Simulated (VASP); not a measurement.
# SiC (zinc blende) (F-43m) in VASP: further runs

The runs below take SiC (zinc blende) through single point, with PBE.

Program: VASP 6.6.1. These are calculated values, not measurements. Logs are shortened: lines on timing, memory, paths and dates and some standing lists are left out, and cuts for length are marked.

### Step 1. The cell of the first run

The structure is cubic, space group F-43m (No. 216). Conventional cell: a = 4.240 Å, b = 4.240 Å, c = 4.240 Å, α = 90.00°, β = 90.00°, γ = 90.00°. Within 2.4 Å of Si (site symmetry -43m) lie 4 C at 1.84 Å. Within 2.4 Å of C (site symmetry -43m) lie 4 Si at 1.84 Å.

### Step 2. Single point, PBE (volume scaled by 0.92)

The input, INCAR:

```
SYSTEM = SiC
PREC     = Accurate       ! precision mode
ENCUT    = 600            ! plane-wave cutoff, eV
EDIFF    = 1E-6           ! SCF threshold, eV
ISMEAR   = 0              ! smearing method
SIGMA    = 0.01           ! smearing width, eV
LREAL    = .FALSE.        ! projectors in reciprocal space
LASPH    = .TRUE.         ! aspherical terms in the spheres
NELM     = 120            ! most SCF steps
ALGO     = Normal         ! electronic algorithm
ISIF     = 2              ! what is computed and relaxed
LWAVE    = .FALSE.        ! write WAVECAR
LCHARG   = .FALSE.        ! write CHGCAR
GGA      = PE             ! functional
NBANDS   = 11             ! bands
GGA_COMPAT= .FALSE.
```

The input, KPOINTS:

```
Automatic mesh
0
G
  10 10 10
  0 0 0
```

The input, POSCAR:

```
SiC
1.0
    0.0000000000      2.1202436412      2.1202436412
    2.1202436412      0.0000000000      2.1202436412
    2.1202436412      2.1202436412      0.0000000000
Si C
1 1
Direct
    0.0000000000      0.0000000000      0.0000000000
    0.2500000000      0.2500000000      0.2500000000
```

Potentials or basis: VASP PAW PBE potentials, release 64 (Si, C).

The run is started by

```
$ cat potpaw_PBE.64/Si/POTCAR potpaw_PBE.64/C/POTCAR > POTCAR
$ mpirun -np 1 vasp_std > vasp.out
```

OUTCAR:

```text
SYSTEM = SiC
   PREC = Accurate
   ENCUT = 600
   EDIFF = 1E-6
   ISMEAR = 0
   LREAL = .FALSE.
   LASPH = .TRUE.
   NELM = 120
   ISIF = 2
   GGA = PE

 ion  position               nearest neighbor table
   1  0.000  0.000  0.000-   2 1.84   2 1.84   2 1.84   2 1.84
   2  0.250  0.250  0.250-   1 1.84   1 1.84   1 1.84   1 1.84

  LATTYP: Found a face centered cubic cell.
 ALAT       =     4.2404872824

  Lattice vectors:

 A1 = (   0.0000000000,   2.1202436412,   2.1202436412)
 A2 = (   2.1202436412,   0.0000000000,   2.1202436412)
 A3 = (   2.1202436412,   2.1202436412,   0.0000000000)

Analysis of symmetry for initial positions (statically):
=====================================================================
 Subroutine PRICEL returns:
 Original cell was already a primitive cell.

 Routine SETGRP: Setting up the symmetry group for a
 face centered cubic supercell.

 Subroutine GETGRP returns: Found 24 space group operations
 (whereof 24 operations were pure point group operations)
 out of a pool of 48 trial point group operations.

The static configuration has the point symmetry T_d .

Analysis of symmetry for dynamics (positions and initial velocities):
=====================================================================
 Subroutine PRICEL returns:
 Original cell was already a primitive cell.

 Routine SETGRP: Setting up the symmetry group for a
 face centered cubic supercell.

 Subroutine GETGRP returns: Found 24 space group operations
 (whereof 24 operations were pure point group operations)
 out of a pool of 48 trial point group operations.

The dynamic configuration has the point symmetry T_d .

 Subroutine INISYM returns: Found 24 space group operations
 (whereof 24 operations are pure point group operations),
 and found     1 'primitive' translations

----------------------------------------------------------------------------------------

                                     Primitive cell

  volume of cell :      19.0628

  direct lattice vectors                    reciprocal lattice vectors
     0.000000000  2.120243641  2.120243641    -0.235821955  0.235821955  0.235821955
     2.120243641  0.000000000  2.120243641     0.235821955 -0.235821955  0.235821955
     2.120243641  2.120243641  0.000000000     0.235821955  0.235821955 -0.235821955

  length of vectors
     2.998477313  2.998477313  2.998477313     0.408455607  0.408455607  0.408455607

  position of ions in fractional coordinates (direct lattice)
     0.000000000  0.000000000  0.000000000
     0.250000000  0.250000000  0.250000000

  ion indices of the primitive-cell ions
   primitive index   ion index
                 1           1
                 2           2

----------------------------------------------------------------------------------------

 KPOINTS: Automatic mesh

Automatic generation of k-mesh.
 Grid dimensions read from file:
 generate k-points for:   10   10   10

 Generating k-lattice:

  Cartesian coordinates                     Fractional coordinates (reciprocal lattice)
    -0.023582195  0.023582195  0.023582195     0.100000000  0.000000000  0.000000000
     0.023582195 -0.023582195  0.023582195     0.000000000  0.100000000  0.000000000
     0.023582195  0.023582195 -0.023582195     0.000000000  0.000000000  0.100000000

  Length of vectors
     0.040845561  0.040845561  0.040845561

  Shift w.r.t. Gamma in fractional coordinates (k-lattice)
     0.000000000  0.000000000  0.000000000

 Subroutine IBZKPT returns following result:
 ===========================================

 Found     47 irreducible k-points:

 Following reciprocal coordinates:
            Coordinates               Weight
  0.000000  0.000000  0.000000      1.000000
  0.100000  0.000000  0.000000      8.000000
  0.200000  0.000000  0.000000      8.000000
  0.300000  0.000000  0.000000      8.000000
  0.400000  0.000000  0.000000      8.000000
  0.500000  0.000000  0.000000      4.000000
[... 16 lines left out ...]
  0.300000  0.300000  0.000000      6.000000
  0.400000  0.300000  0.000000     24.000000
 [... further k-points ...]
   k-points           NKPTS =     47   k-points in BZ     NKDIM =     47   number of bands    NBANDS=     11
   number of dos      NEDOS =    301   number of ions     NIONS =      2
   total plane-waves  NPLWV =  13824
   dimension x,y,z NGX =    24 NGY =   24 NGZ =   24
   dimension x,y,z NGXF=    48 NGYF=   48 NGZF=   48
   ions per type =               1   1
   NGX,Y,Z   is equivalent  to a cutoff of  13.31, 13.31, 13.31 a.u.
   NGXF,Y,Z  is equivalent  to a cutoff of  26.61, 26.61, 26.61 a.u.
 SYSTEM =  SiC
   PREC   = accura    normal or accurate (medium, high low for compatibility)
   ISTART =      0    job   : 0-new  1-cont  2-samecut
   ICHARG =      2    charge: 1-file 2-atom 10-const
   ISPIN  =      1    spin polarized calculation?
   LNONCOLLINEAR =      F non collinear calculations
   LSORBIT =      F    spin-orbit coupling
   LASPH  =      T    aspherical Exc in radial PAW
   ENCUT  =  600.0 eV  44.10 Ry    6.64 a.u.   5.99  5.99  5.99*2*pi/ulx,y,z
   NELM   =    120;   NELMIN=  2; NELMDL= -5     # of ELM steps
   EDIFF  = 0.1E-05   stopping-criterion for ELM
   LREAL  =      F    real-space projection
   EDIFFG = 0.1E-04   stopping-criterion for IOM
   NSW    =      0    number of steps for IOM
   IBRION =     -1    ionic relax: 0-MD 1-quasi-New 2-CG
   NFREE  =      0    steps in history (QN), initial steepest desc. (CG)
   ISIF   =      2    stress and relaxation
   ISYM   =      2    0-nonsym 1-usesym 2-fastsym
   POTIM  = 0.5000    time-step for ionic-motion
   TEBEG  =    0.0;   TEEND  =   0.0 temperature during run
   PSTRESS=    0.0 pullay stress
   NELECT =       8.0000    total number of electrons
   NUPDOWN=      -1.0000    fix difference up-down
   EMIN   =  10.00;   EMAX   =-10.00  energy-range for DOS
   EFERMI =   0.00;   METHOD = LEGACY
   ISMEAR =     0;   SIGMA  =   0.01  broadening in eV -4-tet -1-fermi 0-gaus
   EFERMI_NEDOS =   21; number of points for ismear=-14 and -15
   IALGO  =     38    algorithm
   IMIX   =      4    mixing-type and parameters
     AMIX     =   0.40;   BMIX     =  1.00
     AMIX_MAG =   1.60;   BMIX_MAG =  1.00
  volume/ion in A,a.u.               =       9.53        64.32
  Fermi-wavevector in a.u.,A,eV,Ry     =   1.225676  2.316192 20.439787  1.502282
  Thomas-Fermi vector in A             =   2.360705
   LORBIT       =      0    0 simple, 1 ext, 2 COOP (PROOUT), +10 PAW based schemes
   GGA     = PE    functional components
   LHFCALC =     F    Hartree Fock is set to
   AEXX    =    0.0000 exact exchange contribution
   IVDW    =     0    specifies the selected vdW correction
   LEPSILON=     F    determine dielectric tensor
   LRPA    =     F    only Hartree local field effects (RPA)
 non-spin polarized calculation
 Gauss-broadening in eV      SIGMA  =   0.01
  energy-cutoff  :      600.00
  volume of cell :       19.06
 maximum number of plane-waves:       648
   NGX = 11   NGY = 11   NGZ = 11

 number of electron       7.9999999 magnetization

 Free energy of the ion-electron system (eV)
  ---------------------------------------------------
  ext. energy  EPLUGINS =         0.00000000
  ---------------------------------------------------
  free energy    TOTEN  =       -14.92356929 eV

  energy without entropy =      -14.92356929  energy(sigma->0) =      -14.92356929

 E-fermi :   9.1059     XC(G=0): -11.7180

 val. band max:        9.0528201170   @ k =   0.0000   0.0000   0.0000
 cond. band min:      10.3291315245   @ k =   0.5000   0.5000   0.0000
 fundamental gap:      1.2763114075
 Fermi energy:         9.1059206366

 k-point     1 :       0.0000    0.0000    0.0000
  band No.  band energies     occupation
      1      -7.0083      2.00000
      2       9.0528      2.00000
      3       9.0528      2.00000
      4       9.0528      2.00000
      5      16.2559      0.00000
      6      16.9560      0.00000
      7      16.9560      0.00000
      8      16.9560      0.00000
      9      24.0533      0.00000
     10      24.0533      0.00000
     11      26.8409      0.00000

 k-point     2 :       0.1000    0.0000    0.0000
  band No.  band energies     occupation
      1      -6.7999      2.00000
      2       8.0315      2.00000
      3       8.9175      2.00000
      4       8.9175      2.00000
      5      16.3683      0.00000
      6      17.2110      0.00000
      7      17.2110      0.00000
      8      17.3707      0.00000
      9      23.0360      0.00000
     10      23.0360      0.00000
     11      26.0476      0.00000

 k-point     3 :       0.2000    0.0000    0.0000
  band No.  band energies     occupation
      1      -6.1832      2.00000
      2       5.8344      2.00000
      3       8.6065      2.00000
      4       8.6065      2.00000
      5      15.9950      0.00000
      6      17.5474      0.00000
      7      17.5474      0.00000
      8      18.6278      0.00000
      9      22.3554      0.00000
     10      22.3554      0.00000
     11      25.1432      0.00000

 k-point     4 :       0.3000    0.0000    0.0000
  band No.  band energies     occupation
      1      -5.1920      2.00000
      2       3.4004      2.00000
      3       8.2858      2.00000
      4       8.2858      2.00000
      5      15.5903      0.00000
      6      17.2894      0.00000
      7      17.2894      0.00000
      8      19.4717      0.00000
      9      23.3231      0.00000
     10      23.3231      0.00000
     11      25.0289      0.00000

 k-point     5 :       0.4000    0.0000    0.0000
  band No.  band energies     occupation
      1      -3.9490      2.00000
      2       1.2056      2.00000
      3       8.0637      2.00000
      4       8.0637      2.00000
      5      15.3324      0.00000
      6      16.8184      0.00000
      7      16.8184      0.00000
      8      19.6105      0.00000
      9      25.4372      0.00000
     10      25.4372      0.00000
     11      25.7763      0.00000
[... 211 lines left out ...]
 k-point    21 :      -0.3000    0.2000    0.0000
  band No.  band energies     occupation
      1      -3.7144      2.00000
      2       2.3936      2.00000
      3       5.0783      2.00000
      4       7.8575      2.00000
      5      14.9292      0.00000
      6      17.9911      0.00000
      7      18.2964      0.00000
      8      20.1698      0.00000
      9      22.3008      0.00000
     10      25.4195      0.00000
     11      29.1036      0.00000

 k-point    22 :      -0.2000    0.2000    0.0000
  band No.  band energies     occupation
      1      -4.8609      2.00000
      2       4.1193      2.00000
      3       5.6819      2.00000
      4       8.4090      2.00000
      5      16.0190      0.00000
      6      17.7646      0.00000
      7      17.9795      0.00000
      8      18.9545      0.00000
      9      20.9387      0.00000
     10      25.3414      0.00000
     11      29.1195      0.00000

 k-point    23 :       0.3000    0.3000    0.0000
  band No.  band energies     occupation
      1      -4.5803      2.00000
      2       4.6691      2.00000
      3       6.5760      2.00000
      4       6.5760      2.00000
      5      12.3512      0.00000
      6      14.9858      0.00000
      7      21.4179      0.00000
      8      21.4179      0.00000
      9      22.4776      0.00000
     10      26.7979      0.00000
     11      31.7177      0.00000

 k-point    24 :       0.4000    0.3000    0.0000
  band No.  band energies     occupation
      1      -3.6454      2.00000
      2       3.3762      2.00000
      3       5.7394      2.00000
      4       6.3016      2.00000
      5      11.9811      0.00000
      6      15.0269      0.00000
      7      21.5876      0.00000
      8      21.7815      0.00000
      9      23.8259      0.00000
     10      27.9125      0.00000
     11      31.5701      0.00000

 [... further k-points ...]

------------------------ aborting loop because EDIFF is reached ----------------------------------------

  FORCE on cell =-STRESS in cart. coord.  units (eV):
  Direction    XX          YY          ZZ          XY          YZ          ZX
  --------------------------------------------------------------------------------------
  -------------------------------------------------------------------------------------
  Total        2.9295384      2.9295384      2.9295384     -0.0000000     -0.0000000     -0.0000000
  in kB      246.2195175    246.2195175    246.2195175     -0.0000000     -0.0000000     -0.0000000
  external PRESSURE =     246.2195175 kB  Pullay stress =       0.0000000 kB

 VOLUME and BASIS-vectors are now :
 -----------------------------------------------------------------------------
  energy-cutoff  :      600.00
  volume of cell :       19.06
      direct lattice vectors                 reciprocal lattice vectors
     0.000000000  2.120243641  2.120243641    -0.235821955  0.235821955  0.235821955
     2.120243641  0.000000000  2.120243641     0.235821955 -0.235821955  0.235821955
     2.120243641  2.120243641  0.000000000     0.235821955  0.235821955 -0.235821955

 POSITION                                       TOTAL-FORCE (eV/Angst)
 -----------------------------------------------------------------------------------
      0.00000      0.00000      0.00000         0.000000      0.000000      0.000000
      1.06012      1.06012      1.06012        -0.000000     -0.000000     -0.000000
 -----------------------------------------------------------------------------------
    total drift:                                0.000000      0.000000      0.000000

  FREE ENERGIE OF THE ION-ELECTRON SYSTEM (eV)
  ---------------------------------------------------
  free  energy   TOTEN  =       -14.9235692862 eV

  energy  without entropy=      -14.9235692862  energy(sigma->0) =      -14.92356929
```

Wall time 10 s (1 thread of Intel Xeon 8259CL, shared host); peak memory 0.14 GiB.

Results:

| Property | Result |
| --- | --- |
| Free energy | -14.9236 eV |
| Pressure | 24.6 GPa |
| Band gap on the k mesh | 1.28 eV, indirect (least direct gap 4.62 eV) |

 A k mesh can miss the band edges.

(Part 1 of 2 ends here.)
